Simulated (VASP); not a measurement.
# BiMo (rocksalt type) (Fm-3m) in VASP: a series of runs

Runs on BiMo (rocksalt type). Level: PBEsol. Tasks: relaxation of cell and atoms.

Everything below comes from runs of VASP 6.6.1. Logs are shortened: lines on timing, memory, paths and dates and some standing lists are left out, and cuts for length are marked.

## 1. The cell of the first run

The structure is cubic, space group Fm-3m (No. 225). Conventional cell: a = 4.454 Å, b = 4.454 Å, c = 4.454 Å, α = 90.00°, β = 90.00°, γ = 90.00°. Within 2.9 Å of Mo (site symmetry m-3m) lie 6 Bi at 2.23 Å. Bi (site symmetry m-3m) has 6 Mo at 2.23 Å within 2.9 Å.

## 2. Relaxation of cell and atoms, PBEsol, target pressure 400 GPa, at which the enthalpy is minimised

Contents of INCAR:

```
PREC = Accurate
ENCUT = 600
EDIFF = 1E-6
ISMEAR = -1
SIGMA = 0.1
LREAL = F
LASPH = T
NELM = 80
ALGO = Normal
ISIF = 3
LWAVE = F
LCHARG = F
GGA = PS
IBRION = 2
NSW = 60
EDIFFG = -0.005
PSTRESS = 4000.0
```

Contents of KPOINTS:

```
regular mesh
0
Gamma
  14 14 14
```

Contents of POSCAR:

```
BiMo
1.0
    0.0000000000      2.2267593556      2.2267593556
    2.2267593556      0.0000000000      2.2267593556
    2.2267593556      2.2267593556      0.0000000000
Mo Bi
1 1
Direct
    0.0000000000      0.0000000000      0.0000000000
    0.5000000000      0.5000000000      0.5000000000
```

Potentials or basis: VASP PAW PBE potentials, release 64 (Mo_sv, Bi_d).

Launch:

```console
$ cat potpaw_PBE.64/Mo_sv/POTCAR potpaw_PBE.64/Bi_d/POTCAR > POTCAR
$ mpirun -np 1 vasp_std > vasp.out
```

OUTCAR:

```text
PREC = Accurate
   ENCUT = 600
   EDIFF = 1E-6
   ISMEAR = -1
   LREAL = F
   LASPH = T
   NELM = 80
   ISIF = 3
   GGA = PS
   IBRION = 2
   NSW = 60
   EDIFFG = -0.005
   PSTRESS = 4000.0

 ion  position               nearest neighbor table
   1  0.000  0.000  0.000-   2 2.23   2 2.23   2 2.23   2 2.23   2 2.23   2 2.23
   2  0.500  0.500  0.500-   1 2.23   1 2.23   1 2.23   1 2.23   1 2.23   1 2.23

  LATTYP: Found a face centered cubic cell.
 ALAT       =     4.4535187112

  Lattice vectors:

 A1 = (   0.0000000000,   2.2267593556,   2.2267593556)
 A2 = (   2.2267593556,   0.0000000000,   2.2267593556)
 A3 = (   2.2267593556,   2.2267593556,   0.0000000000)

Analysis of symmetry for initial positions (statically):
=====================================================================
 Subroutine PRICEL returns:
 Original cell was already a primitive cell.

 Routine SETGRP: Setting up the symmetry group for a
 face centered cubic supercell.

 Subroutine GETGRP returns: Found 48 space group operations
 (whereof 48 operations were pure point group operations)
 out of a pool of 48 trial point group operations.

The static configuration has the point symmetry O_h .

Analysis of symmetry for dynamics (positions and initial velocities):
=====================================================================
 Subroutine PRICEL returns:
 Original cell was already a primitive cell.

 Routine SETGRP: Setting up the symmetry group for a
 face centered cubic supercell.

 Subroutine GETGRP returns: Found 48 space group operations
 (whereof 48 operations were pure point group operations)
 out of a pool of 48 trial point group operations.

The dynamic configuration has the point symmetry O_h .

 Subroutine INISYM returns: Found 48 space group operations
 (whereof 48 operations are pure point group operations),
 and found     1 'primitive' translations

----------------------------------------------------------------------------------------

                                     Primitive cell

  volume of cell :      22.0826

  direct lattice vectors                    reciprocal lattice vectors
     0.000000000  2.226759356  2.226759356    -0.224541551  0.224541551  0.224541551
     2.226759356  0.000000000  2.226759356     0.224541551 -0.224541551  0.224541551
[... 85 lines left out ...]
   EDIFF  = 0.1E-05   stopping-criterion for ELM
   LREAL  =      F    real-space projection
   EDIFFG = -.5E-02   stopping-criterion for IOM
   NSW    =     60    number of steps for IOM
   IBRION =      2    ionic relax: 0-MD 1-quasi-New 2-CG
   NFREE  =      1    steps in history (QN), initial steepest desc. (CG)
   ISIF   =      3    stress and relaxation
   ISYM   =      2    0-nonsym 1-usesym 2-fastsym
   POTIM  = 0.5000    time-step for ionic-motion
   TEBEG  =    0.0;   TEEND  =   0.0 temperature during run
   PSTRESS= 4000.0 pullay stress
   NELECT =      29.0000    total number of electrons
   NUPDOWN=      -1.0000    fix difference up-down
   EMIN   =  10.00;   EMAX   =-10.00  energy-range for DOS
   EFERMI =   0.00;   METHOD = LEGACY
   ISMEAR =    -1;   SIGMA  =   0.10  broadening in eV -4-tet -1-fermi 0-gaus
   EFERMI_NEDOS =   21; number of points for ismear=-14 and -15
   IALGO  =     38    algorithm
   IMIX   =      4    mixing-type and parameters
     AMIX     =   0.40;   BMIX     =  1.00
     AMIX_MAG =   1.60;   BMIX_MAG =  1.00
  volume/ion in A,a.u.               =      11.04        74.51
  Fermi-wavevector in a.u.,A,eV,Ry     =   1.792768  3.387841 43.729382  3.214019
  Thomas-Fermi vector in A             =   2.855065
   LORBIT       =      0    0 simple, 1 ext, 2 COOP (PROOUT), +10 PAW based schemes
   GGA     = PS    functional components
   LHFCALC =     F    Hartree Fock is set to
   AEXX    =    0.0000 exact exchange contribution
   IVDW    =     0    specifies the selected vdW correction
   LEPSILON=     F    determine dielectric tensor
   LRPA    =     F    only Hartree local field effects (RPA)
 conjugate gradient relaxation of ions
 non-spin polarized calculation
  energy-cutoff  :      600.00
  volume of cell :       22.08
 maximum number of plane-waves:       754
 NGX is ok and might be reduce to    28
   NGX = 13   NGY = 13   NGZ = 13

--------------------------------------- Ionic step        1  -------------------------------------------

 number of electron      28.9999999 magnetization

 Free energy of the ion-electron system (eV)
  ---------------------------------------------------
  ext. energy  EPLUGINS =         0.00000000
  ---------------------------------------------------
  free energy    TOTEN  =         1.09037826 eV

  energy without entropy =        1.14196312  energy(sigma->0) =        1.11617069

------------------------ aborting loop because EDIFF is reached ----------------------------------------

  FORCE on cell =-STRESS in cart. coord.  units (eV):
  Direction    XX          YY          ZZ          XY          YZ          ZX
  --------------------------------------------------------------------------------------
  -------------------------------------------------------------------------------------
  Total       55.4788266     55.4788266     55.4788266      0.0000000     -0.0000000      0.0000000
  in kB     4025.2049368   4025.2049368   4025.2049368      0.0000000     -0.0000000      0.0000000
  external PRESSURE =      25.2049368 kB  Pullay stress =    4000.0000000 kB
[... 63 lines left out ...]
--------------------------------------- Ionic step        3  -------------------------------------------

 number of electron      29.0000000 magnetization

 Free energy of the ion-electron system (eV)
  ---------------------------------------------------
  ext. energy  EPLUGINS =         0.00000000
  ---------------------------------------------------
  free energy    TOTEN  =         0.99330817 eV

  energy without entropy =        1.04500145  energy(sigma->0) =        1.01915481

 E-fermi :  23.1858     XC(G=0): -15.8560

 val. band max:       23.1614912041   @ k =  -0.3571   0.4286   0.0714
 cond. band min:      23.1966117321   @ k =  -0.2143   0.2857   0.0714
 fundamental gap:      0.0351205280
 Fermi energy:        23.1858370669

 k-point     1 :       0.0000    0.0000    0.0000
  band No.  band energies     occupation
      1     -37.3824      2.00000
      2     -11.8680      2.00000
      3     -11.8680      2.00000
      4     -11.8680      2.00000
      5      -2.6697      2.00000
      6      -2.6697      2.00000
[... 481 lines left out ...]
      5      -2.2668      2.00000
      6      -2.2174      2.00000
[... 10 lines left out ...]
     17      30.7218      0.00000
     18      30.9802      0.00000

 [... further k-points ...]
[... 5 lines left out ...]
  --------------------------------------------------------------------------------------
  -------------------------------------------------------------------------------------
  Total       55.2249257     55.2249257     55.2249257     -0.0000000      0.0000000     -0.0000000
  in kB     3999.7628823   3999.7628823   3999.7628823     -0.0000000      0.0000000     -0.0000000
  external PRESSURE =      -0.2371177 kB  Pullay stress =    4000.0000000 kB
[... 21 lines left out ...]
  energy  without entropy=        1.0450014515  energy(sigma->0) =        1.01915481

  enthalpy is  TOTEN    =        56.2215077503 eV   P V=       55.2281995774

 reached required accuracy - stopping structural energy minimisation
```

OSZICAR:

```text
N       E                     dE             d eps       ncg     rms          rms(c)
DAV:   1     0.326085566651E+03    0.32609E+03   -0.17656E+04  3834   0.253E+03
DAV:   2     0.180116036916E+02   -0.30807E+03   -0.30215E+03  3796   0.575E+02
DAV:   3     0.892056277245E+00   -0.17120E+02   -0.16471E+02  4220   0.137E+02
[... 23 lines left out ...]
DAV:   4     0.993538510190E+00    0.22100E-03   -0.60368E-03  4784   0.179E+00    0.976E-02
DAV:   5     0.993261685814E+00   -0.27682E-03   -0.15738E-03  3936   0.395E-01    0.213E-01
DAV:   6     0.993303639023E+00    0.41953E-04   -0.21871E-04  4768   0.195E-01    0.285E-02
DAV:   7     0.993308072767E+00    0.44337E-05   -0.24576E-05  5486   0.639E-02    0.135E-02
DAV:   8     0.993308172872E+00    0.10011E-06   -0.13054E-06  2140   0.200E-02
   3 F= 0.56221508E+02 E0= 0.56247354E+02  d E =-.301042E-03
```

Wall time 4.8 min (1 thread of AMD EPYC 7R13, shared host); peak memory 0.17 GiB.

What came out:

| Property | Result |
| --- | --- |
| Free energy | 0.9933 eV |
| Relaxed volume | 11.06 Å³/atom |
| Relaxed cell | a = 3.151 Å, b = 3.151 Å, c = 3.151 Å, α = 60.00°, β = 60.00°, γ = 60.00° |
| Space group after relaxing (to 0.05 Å) | Fm-3m (No. 225) |
| Energy change on relaxing (the enthalpy is what falls) | -48.5 meV/atom |
| Ionic steps | 3 |
| Pressure after relaxing | 400.0 GPa |

The path:
```tsv
step	energy change (eV)	largest force (eV/Å)	pressure (GPa)	volume (Å³)
1	0.0000	0.0000	402.52	22.08
2	-1.3439	0.0000	367.34	22.64
3	-0.0971	0.0000	399.98	22.12
```

Final structure:
```
Mo Bi
1.0
     0.00000    2.22806    2.22806
     2.22806    0.00000    2.22806
     2.22806    2.22806    0.00000
Mo Bi
1 1
Direct
  0.00000 0.00000 0.00000
  0.50000 0.50000 0.50000
```

Caveat: the cell is relaxed towards a set pressure, so the enthalpy falls and the energy may rise; the PAW data sets were made with another functional, which shifts forces and pressure a little; spin-orbit coupling is left out, which moves the levels of the heavy elements.

## 3. Relaxation of cell and atoms, PBEsol, target pressure 400 GPa, at which the enthalpy is minimised

Contents of INCAR:

```
PREC = Accurate ; ENCUT = 600
EDIFF = 1E-6 ; ISMEAR = -1
SIGMA = 0.1 ; LREAL = False
LASPH = True ; NELM = 60
ALGO = Normal ; ISIF = 3
LWAVE = False ; LCHARG = False
GGA = PS ; IBRION = 2
NSW = 32 ; EDIFFG = -0.005
PSTRESS = 4000.0
```

KPOINTS is that of step 2.

Contents of POSCAR:

```
BiMo
1.0
    0.0000000000      2.2258745076      2.2258745076
    2.2258745076      0.0000000000      2.2258745076
    2.2258745076      2.2258745076      0.0000000000
Mo Bi
1 1
Direct
    0.0000000000      0.0000000000      0.0000000000
    0.5000000000      0.5000000000      0.5000000000
```

Potentials or basis: VASP PAW PBE potentials, release 64 (Mo_sv, Bi_d).

Launch:

```console
$ cat potpaw_PBE.64/Mo_sv/POTCAR potpaw_PBE.64/Bi_d/POTCAR > POTCAR
$ mpirun -np 1 vasp_std > vasp.out
```

OUTCAR:

```text
PREC = Accurate
   ENCUT = 600
   EDIFF = 1E-6
   ISMEAR = -1
   LREAL = False
   LASPH = True
   NELM = 60
   ISIF = 3
   GGA = PS
   IBRION = 2
   NSW = 32
   EDIFFG = -0.005
   PSTRESS = 4000.0

 ion  position               nearest neighbor table
   1  0.000  0.000  0.000-   2 2.23   2 2.23   2 2.23   2 2.23   2 2.23   2 2.23
   2  0.500  0.500  0.500-   1 2.23   1 2.23   1 2.23   1 2.23   1 2.23   1 2.23

  LATTYP: Found a face centered cubic cell.
 ALAT       =     4.4517490152

  Lattice vectors:

 A1 = (   0.0000000000,   2.2258745076,   2.2258745076)
 A2 = (   2.2258745076,   0.0000000000,   2.2258745076)
[... 187 lines left out ...]
  external PRESSURE =      42.6411995 kB  Pullay stress =    4000.0000000 kB
[... 101 lines left out ...]
--------------------------------------- Ionic step        4  -------------------------------------------

 number of electron      29.0000000 magnetization

 Free energy of the ion-electron system (eV)
  ---------------------------------------------------
  ext. energy  EPLUGINS =         0.00000000
  ---------------------------------------------------
  free energy    TOTEN  =         0.99461264 eV

  energy without entropy =        1.04630515  energy(sigma->0) =        1.02045890

 E-fermi :  23.1863     XC(G=0): -15.8561

 val. band max:       23.1618574547   @ k =  -0.3571   0.4286   0.0714
 cond. band min:      23.1970198771   @ k =  -0.2143   0.2857   0.0714
 fundamental gap:      0.0351624224
 Fermi energy:        23.1862843647

 k-point     1 :       0.0000    0.0000    0.0000
  band No.  band energies     occupation
      1     -37.3821      2.00000
      2     -11.8677      2.00000
      3     -11.8677      2.00000
      4     -11.8677      2.00000
      5      -2.6688      2.00000
      6      -2.6688      2.00000
[... 481 lines left out ...]
      5      -2.2659      2.00000
      6      -2.2165      2.00000
[... 10 lines left out ...]
     17      30.7223      0.00000
     18      30.9810      0.00000

 [... further k-points ...]
[... 5 lines left out ...]
  --------------------------------------------------------------------------------------
  -------------------------------------------------------------------------------------
  Total       55.2224887     55.2224887     55.2224887      0.0000000      0.0000000     -0.0000000
  in kB     3999.6787209   3999.6787209   3999.6787209      0.0000000      0.0000000     -0.0000000
  external PRESSURE =      -0.3212791 kB  Pullay stress =    4000.0000000 kB
[... 21 lines left out ...]
  energy  without entropy=        1.0463051477  energy(sigma->0) =        1.02045890

  enthalpy is  TOTEN    =        56.2215372063 eV   P V=       55.2269245626

 reached required accuracy - stopping structural energy minimisation
```

It took 6 min on 1 thread of AMD EPYC 7R13, shared host; peak memory 0.17 GiB.

What came out:

| Property | Result |
| --- | --- |
| Free energy | 0.9946 eV |
| Relaxed volume | 11.06 Å³/atom |
| Relaxed cell | a = 3.151 Å, b = 3.151 Å, c = 3.151 Å, α = 60.00°, β = 60.00°, γ = 60.00° |
| Space group after relaxing (to 0.05 Å) | Fm-3m (No. 225) |
| Energy change on relaxing (the enthalpy is what falls) | -81.0 meV/atom |
| Ionic steps | 4 |
| Pressure after relaxing | 400.0 GPa |

Step by step:
```csv
step,energy change (eV),largest force (eV/Å),pressure (GPa),volume (Å³)
1,0.0000,0.0000,404.26,22.06
2,-2.2207,0.0000,346.25,23.01
3,-0.1658,0.0000,399.90,22.12
4,-0.1620,0.0000,399.97,22.12
```

Final structure:
```xyz
2
Lattice="0.0000 2.2280 2.2280 2.2280 0.0000 2.2280 2.2280 2.2280 0.0000" Properties=species:S:1:pos:R:3 pbc="T T T"
Mo    0.0000    0.0000    0.0000
Bi    2.2280    2.2280    2.2280
```

Caveat: the cell is relaxed towards a set pressure, so the enthalpy falls and the energy may rise; the PAW data sets were made with another functional, which shifts forces and pressure a little; spin-orbit coupling is left out, which moves the levels of the heavy elements.
